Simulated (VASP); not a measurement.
Here is a VASP 6.6.1 calculation.

File INCAR:

```
  PREC = Accurate
  ENCUT = 500
  EDIFF = 1E-6
  ISMEAR = 0
  SIGMA = 0.01
  LREAL = F
  LASPH = T
  NELM = 120
  ALGO = Normal
  ISIF = 2
  LWAVE = F
  LCHARG = T
  GGA = PE
  LELF = T
  LVHAR = T
  NBANDS = 11
  GGA_COMPAT = F
```

File KPOINTS:

```
regular mesh
0
Gamma
  6 6 6
```

The input POSCAR:

```
NaH
1.0
    0.0000000000      2.3111541217      2.3111541217
    2.3111541217      0.0000000000      2.3111541217
    2.3111541217      2.3111541217      0.0000000000
Na H
1 1
Direct
    0.0000000000      0.0000000000      0.0000000000
    0.5000000000      0.5000000000      0.5000000000
```

Potentials or basis: VASP PAW PBE potentials, release 64 (Na_pv, H).

Command:

```bash
$ cat potpaw_PBE.64/Na_pv/POTCAR potpaw_PBE.64/H/POTCAR > POTCAR
$ mpirun -np 1 vasp_std > vasp.out
```

Problem. Estimate the band gap on the k mesh.

Solution. 4.04 eV (least direct gap 4.91 eV).

Problem. Predict the pressure.

Solution. 3.9 GPa.

Caveat: the cell stands under pressure. A k mesh can miss the band edges.
